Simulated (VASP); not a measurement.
# GePd (Pnma) in VASP: single point with LDA

Aim: the single point of GePd with LDA.

Everything below comes from runs of VASP 6.6.1. Logs are shortened: lines on timing, memory, paths and dates and some standing lists are left out, and cuts for length are marked.

## Step 1: The cell of the first run

The structure is orthorhombic, space group Pnma (No. 62). The conventional cell has a = 5.782 Å, b = 3.481 Å, c = 6.259 Å, α = 90.00°, β = 90.00°, γ = 90.00°. Ge (site symmetry m) has 6 Pd at 2.36 to 2.77 Å and 2 Ge at 2.96 Å within 3.1 Å. Pd (site symmetry m) has 6 Ge at 2.36 to 2.77 Å and 4 Pd at 2.71 to 3.08 Å within 3.1 Å.

## Step 2: Single point, LDA

File INCAR:

```
PREC = Accurate ; ENCUT = 520
EDIFF = 1E-7 ; ISMEAR = -1
SIGMA = 0.02 ; LREAL = False
LASPH = True ; NELM = 80
ALGO = Normal ; ISIF = 2
LWAVE = False ; LCHARG = True
LELF = True ; LVHAR = True
NBANDS = 58
```

File KPOINTS:

```
regular mesh
0
Gamma
  3 5 3
```

File POSCAR:

```
GePd
1.0
    5.7820000000      0.0000000000      0.0000000000
    0.0000000000      3.4810000000      0.0000000000
    0.0000000000      0.0000000000      6.2590000000
Ge Pd
4 4
Direct
    0.8100000000      0.7500000000      0.5750000000
    0.1900000000      0.2500000000      0.4250000000
    0.6900000000      0.2500000000      0.0750000000
    0.3100000000      0.7500000000      0.9250000000
    0.9950000000      0.7500000000      0.1660000000
    0.0050000000      0.2500000000      0.8340000000
    0.5050000000      0.2500000000      0.6660000000
    0.4950000000      0.7500000000      0.3340000000
```

Potentials or basis: VASP PAW LDA potentials, release 64 (Ge_d, Pd).

Launch:

```sh
> cat potpaw_LDA.64/Ge_d/POTCAR potpaw_LDA.64/Pd/POTCAR > POTCAR
> mpirun -np 1 vasp_std > vasp.out
```

OUTCAR:

```text
PREC = Accurate
   ENCUT = 520
   EDIFF = 1E-7
   ISMEAR = -1
   LREAL = False
   LASPH = True
   NELM = 80
   ISIF = 2

 ion  position               nearest neighbor table
   1  0.810  0.750  0.575-   8 2.36   7 2.54   7 2.54   6 2.63   6 2.63   5 2.77
   2  0.190  0.250  0.425-   7 2.36   8 2.54   8 2.54   5 2.63   5 2.63   6 2.77
   3  0.690  0.250  0.075-   6 2.36   5 2.54   5 2.54   8 2.63   8 2.63   7 2.77
   4  0.310  0.750  0.925-   5 2.36   6 2.54   6 2.54   7 2.63   7 2.63   8 2.77
   5  0.995  0.750  0.166-   4 2.36   3 2.54   3 2.54   2 2.63   2 2.63   6 2.71   6 2.71   1 2.77
                             8 3.08   8 3.08
   6  0.005  0.250  0.834-   3 2.36   4 2.54   4 2.54   1 2.63   1 2.63   5 2.71   5 2.71   2 2.77
                             7 3.08   7 3.08
   7  0.505  0.250  0.666-   2 2.36   1 2.54   1 2.54   4 2.63   4 2.63   8 2.71   8 2.71   3 2.77
                             6 3.08   6 3.08
   8  0.495  0.750  0.334-   1 2.36   2 2.54   2 2.54   3 2.63   3 2.63   7 2.71   7 2.71   4 2.77
                             5 3.08   5 3.08

  LATTYP: Found a simple orthorhombic cell.
 ALAT       =     3.4810000000
 B/A-ratio  =     1.6610169492
 C/A-ratio  =     1.7980465384

  Lattice vectors:

 A1 = (   0.0000000000,  -3.4810000000,   0.0000000000)
 A2 = (   5.7820000000,   0.0000000000,   0.0000000000)
 A3 = (   0.0000000000,   0.0000000000,   6.2590000000)

Analysis of symmetry for initial positions (statically):
=====================================================================
 Subroutine PRICEL returns:
 Original cell was already a primitive cell.

 Routine SETGRP: Setting up the symmetry group for a
 simple orthorhombic supercell.

 Subroutine GETGRP returns: Found  8 space group operations
 (whereof  2 operations were pure point group operations)
 out of a pool of  8 trial point group operations.

The static configuration has the point symmetry S_2 .
 The point group associated with its full space group is D_2h.

Analysis of symmetry for dynamics (positions and initial velocities):
=====================================================================
 Subroutine PRICEL returns:
 Original cell was already a primitive cell.

 Routine SETGRP: Setting up the symmetry group for a
 simple orthorhombic supercell.

 Subroutine GETGRP returns: Found  8 space group operations
 (whereof  2 operations were pure point group operations)
 out of a pool of  8 trial point group operations.

The dynamic configuration has the point symmetry S_2 .
 The point group associated with its full space group is D_2h.

 Subroutine INISYM returns: Found  8 space group operations
 (whereof  2 operations are pure point group operations),
 and found     1 'primitive' translations

----------------------------------------------------------------------------------------

                                     Primitive cell

  volume of cell :     125.9758

  direct lattice vectors                    reciprocal lattice vectors
     5.782000000  0.000000000  0.000000000     0.172950536  0.000000000  0.000000000
     0.000000000  3.481000000  0.000000000     0.000000000  0.287273772  0.000000000
     0.000000000  0.000000000  6.259000000     0.000000000  0.000000000  0.159769931

  length of vectors
     5.782000000  3.481000000  6.259000000     0.172950536  0.287273772  0.159769931

  position of ions in fractional coordinates (direct lattice)
     0.810000000  0.750000000  0.575000000
     0.190000000  0.250000000  0.425000000
     0.690000000  0.250000000  0.075000000
     0.310000000  0.750000000  0.925000000
     0.995000000  0.750000000  0.166000000
     0.005000000  0.250000000  0.834000000
     0.505000000  0.250000000  0.666000000
     0.495000000  0.750000000  0.334000000

  ion indices of the primitive-cell ions
   primitive index   ion index
                 1           1
                 2           2
                 3           3
                 4           4
                 5           5
                 6           6
                 7           7
                 8           8

----------------------------------------------------------------------------------------

 KPOINTS: regular mesh

Automatic generation of k-mesh.
 Grid dimensions read from file:
 generate k-points for:    3    5    3

 Generating k-lattice:

  Cartesian coordinates                     Fractional coordinates (reciprocal lattice)
     0.057650179  0.000000000  0.000000000     0.333333333  0.000000000  0.000000000
     0.000000000  0.057454754  0.000000000     0.000000000  0.200000000  0.000000000
     0.000000000  0.000000000  0.053256644     0.000000000  0.000000000  0.333333333

  Length of vectors
     0.057650179  0.057454754  0.053256644

  Shift w.r.t. Gamma in fractional coordinates (k-lattice)
     0.000000000  0.000000000  0.000000000

 Subroutine IBZKPT returns following result:
 ===========================================

 Found     12 irreducible k-points:

 Following reciprocal coordinates:
            Coordinates               Weight
  0.000000  0.000000  0.000000      1.000000
  0.333333  0.000000  0.000000      2.000000
  0.000000  0.200000  0.000000      2.000000
  0.333333  0.200000  0.000000      4.000000
  0.000000  0.400000  0.000000      2.000000
  0.333333  0.400000  0.000000      4.000000
  0.000000  0.000000  0.333333      2.000000
  0.333333  0.000000  0.333333      4.000000
  0.000000  0.200000  0.333333      4.000000
  0.333333  0.200000  0.333333      8.000000
  0.000000  0.400000  0.333333      4.000000
  0.333333  0.400000  0.333333      8.000000
   k-points           NKPTS =     12   k-points in BZ     NKDIM =     12   number of bands    NBANDS=     58
   number of dos      NEDOS =    301   number of ions     NIONS =      8
   total plane-waves  NPLWV =  64512
   dimension x,y,z NGX =    48 NGY =   28 NGZ =   48
   dimension x,y,z NGXF=    96 NGYF=   56 NGZF=   96
   ions per type =               4   4
   NGX,Y,Z   is equivalent  to a cutoff of  13.80, 13.37, 12.75 a.u.
   NGXF,Y,Z  is equivalent  to a cutoff of  27.60, 26.74, 25.50 a.u.
 SYSTEM =  unknown system
   PREC   = accura    normal or accurate (medium, high low for compatibility)
   ISTART =      0    job   : 0-new  1-cont  2-samecut
   ICHARG =      2    charge: 1-file 2-atom 10-const
   ISPIN  =      1    spin polarized calculation?
   LNONCOLLINEAR =      F non collinear calculations
   LSORBIT =      F    spin-orbit coupling
   LASPH  =      T    aspherical Exc in radial PAW
   ENCUT  =  520.0 eV  38.22 Ry    6.18 a.u.  10.75  6.47 11.64*2*pi/ulx,y,z
   NELM   =     80;   NELMIN=  2; NELMDL= -5     # of ELM steps
   EDIFF  = 0.1E-06   stopping-criterion for ELM
   LREAL  =      F    real-space projection
   EDIFFG = 0.1E-05   stopping-criterion for IOM
   NSW    =      0    number of steps for IOM
   IBRION =     -1    ionic relax: 0-MD 1-quasi-New 2-CG
   NFREE  =      0    steps in history (QN), initial steepest desc. (CG)
   ISIF   =      2    stress and relaxation
   ISYM   =      2    0-nonsym 1-usesym 2-fastsym
   POTIM  = 0.5000    time-step for ionic-motion
   TEBEG  =    0.0;   TEEND  =   0.0 temperature during run
   PSTRESS=    0.0 pullay stress
   NELECT =      96.0000    total number of electrons
   NUPDOWN=      -1.0000    fix difference up-down
   EMIN   =  10.00;   EMAX   =-10.00  energy-range for DOS
   EFERMI =   0.00;   METHOD = LEGACY
   ISMEAR =    -1;   SIGMA  =   0.02  broadening in eV -4-tet -1-fermi 0-gaus
   EFERMI_NEDOS =   21; number of points for ismear=-14 and -15
   IALGO  =     38    algorithm
   IMIX   =      4    mixing-type and parameters
     AMIX     =   0.40;   BMIX     =  1.00
     AMIX_MAG =   1.60;   BMIX_MAG =  1.00
  volume/ion in A,a.u.               =      15.75       106.27
  Fermi-wavevector in a.u.,A,eV,Ry     =   1.495327  2.825759 30.422672  2.236003
  Thomas-Fermi vector in A             =   2.607486
   LORBIT       =      0    0 simple, 1 ext, 2 COOP (PROOUT), +10 PAW based schemes
   GGA     = CA    functional components
   LHFCALC =     F    Hartree Fock is set to
   AEXX    =    0.0000 exact exchange contribution
   IVDW    =     0    specifies the selected vdW correction
   LEPSILON=     F    determine dielectric tensor
   LRPA    =     F    only Hartree local field effects (RPA)
 non-spin polarized calculation
  energy-cutoff  :      520.00
  volume of cell :      125.98
 maximum number of plane-waves:      3423
 NGX is ok and might be reduce to    48
   NGX = 21   NGY = 13   NGZ = 23

 number of electron      96.0000012 magnetization

 Free energy of the ion-electron system (eV)
  ---------------------------------------------------
  ext. energy  EPLUGINS =         0.00000000
  ---------------------------------------------------
  free energy    TOTEN  =       -50.23745737 eV

  energy without entropy =      -50.23667667  energy(sigma->0) =      -50.23706702

 E-fermi :   9.0929     XC(G=0): -12.7180

 val. band max:        9.0321005653   @ k =   0.0000   0.4000   0.0000
 cond. band min:       9.1497007257   @ k =   0.0000   0.0000   0.0000
 fundamental gap:      0.1176001603
 Fermi energy:         9.0929050561

 k-point     1 :       0.0000    0.0000    0.0000
  band No.  band energies     occupation
      1     -15.8944      2.00000
      2     -15.8897      2.00000
      3     -15.8787      2.00000
      4     -15.8733      2.00000
      5     -15.8538      2.00000
      6     -15.8501      2.00000
[... 50 lines left out ...]
     57      15.3876      0.00000
     58      15.5649      0.00000

 k-point     2 :       0.3333    0.0000    0.0000
  band No.  band energies     occupation
      1     -15.8933      2.00000
      2     -15.8910      2.00000
      3     -15.8762      2.00000
      4     -15.8735      2.00000
      5     -15.8552      2.00000
      6     -15.8524      2.00000
[... 50 lines left out ...]
     57      14.7773      0.00000
     58      15.5958      0.00000

 k-point     3 :       0.0000    0.2000    0.0000
  band No.  band energies     occupation
      1     -15.8937      2.00000
      2     -15.8901      2.00000
      3     -15.8669      2.00000
      4     -15.8659      2.00000
      5     -15.8595      2.00000
      6     -15.8579      2.00000
[... 484 lines left out ...]
      3     -15.8759      2.00000
      4     -15.8732      2.00000
      5     -15.8573      2.00000
      6     -15.8550      2.00000
[... 50 lines left out ...]
     57      14.3426      0.00000
     58      14.8680      0.00000

 k-point    12 :       0.3333    0.4000    0.3333
  band No.  band energies     occupation
      1     -15.8867      2.00000
      2     -15.8862      2.00000
      3     -15.8738      2.00000
      4     -15.8722      2.00000
      5     -15.8553      2.00000
      6     -15.8539      2.00000
[... 50 lines left out ...]
     57      14.2138      0.00000
     58      15.0789      0.00000

------------------------ aborting loop because EDIFF is reached ----------------------------------------

  FORCE on cell =-STRESS in cart. coord.  units (eV):
  Direction    XX          YY          ZZ          XY          YZ          ZX
  --------------------------------------------------------------------------------------
  -------------------------------------------------------------------------------------
  Total        0.8011095     -0.2329938      0.3781134      0.0000000      0.0000000      0.0000000
  in kB       10.1886208     -2.9632467      4.8088986      0.0000000      0.0000000      0.0000000
  external PRESSURE =       4.0114242 kB  Pullay stress =       0.0000000 kB

 VOLUME and BASIS-vectors are now :
 -----------------------------------------------------------------------------
  energy-cutoff  :      520.00
  volume of cell :      125.98
      direct lattice vectors                 reciprocal lattice vectors
     5.782000000  0.000000000  0.000000000     0.172950536  0.000000000  0.000000000
     0.000000000  3.481000000  0.000000000     0.000000000  0.287273772  0.000000000
     0.000000000  0.000000000  6.259000000     0.000000000  0.000000000  0.159769931

 POSITION                                       TOTAL-FORCE (eV/Angst)
 -----------------------------------------------------------------------------------
      4.68342      2.61075      3.59893         0.902788      0.000000      0.484268
      1.09858      0.87025      2.66007        -0.902788      0.000000     -0.484268
      3.98958      0.87025      0.46943        -0.902788     -0.000000      0.484268
      1.79242      2.61075      5.78957         0.902788     -0.000000     -0.484268
      5.75309      2.61075      1.03899        -0.185308      0.000000      2.204989
      0.02891      0.87025      5.22001         0.185308      0.000000     -2.204989
      2.91991      0.87025      4.16849         0.185308      0.000000      2.204989
      2.86209      2.61075      2.09051        -0.185308      0.000000     -2.204989
 -----------------------------------------------------------------------------------
    total drift:                                0.000000      0.000000      0.000000

  FREE ENERGIE OF THE ION-ELECTRON SYSTEM (eV)
  ---------------------------------------------------
  free  energy   TOTEN  =       -50.2374573700 eV

  energy  without entropy=      -50.2366766747  energy(sigma->0) =      -50.23706702
```

It took 2.3 min on 1 thread of Intel Xeon 8259CL, shared host; peak memory 0.23 GiB.

What came out:

| Property | Result |
| --- | --- |
| Free energy | -50.2375 eV |
| Pressure | 0.4 GPa |
| Largest force | 2.213 eV/Å |
| Band gap on the k mesh | zero (bands 48 and 49 overlap by 1.64 eV) |

Forces in eV/Å, atoms in the order of the input:
```
Ge   0.903  0.000  0.484
Ge  -0.903  0.000 -0.484
Ge  -0.903  0.000  0.484
Ge   0.903  0.000 -0.484
Pd  -0.185  0.000  2.205
Pd   0.185  0.000 -2.205
Pd   0.185  0.000  2.205
Pd  -0.185  0.000 -2.205
```

Stress tensor (GPa, compression positive):
```
 1.02  0.00  0.00
 0.00 -0.30  0.00
 0.00  0.00  0.48
```

Levels at points of the mesh, in eV from the Fermi level:
```
           k point  band 45  band 46  band 47  band 48  band 49  band 50  band 51  band 52
(0.00, 0.00, 0.00)    -2.13    -1.91    -0.88    -0.10     0.06     0.70     3.76     3.86
```

Caveat: the k points lie up to 0.36 Å⁻¹ apart, too coarse for converged energies and pressures of a metal; forces of over 1 eV/Å act on the atoms, so gaps and moduli don't describe the material at rest.

The gap in the log of VASP goes by the Fermi energy; the results here count the filled bands.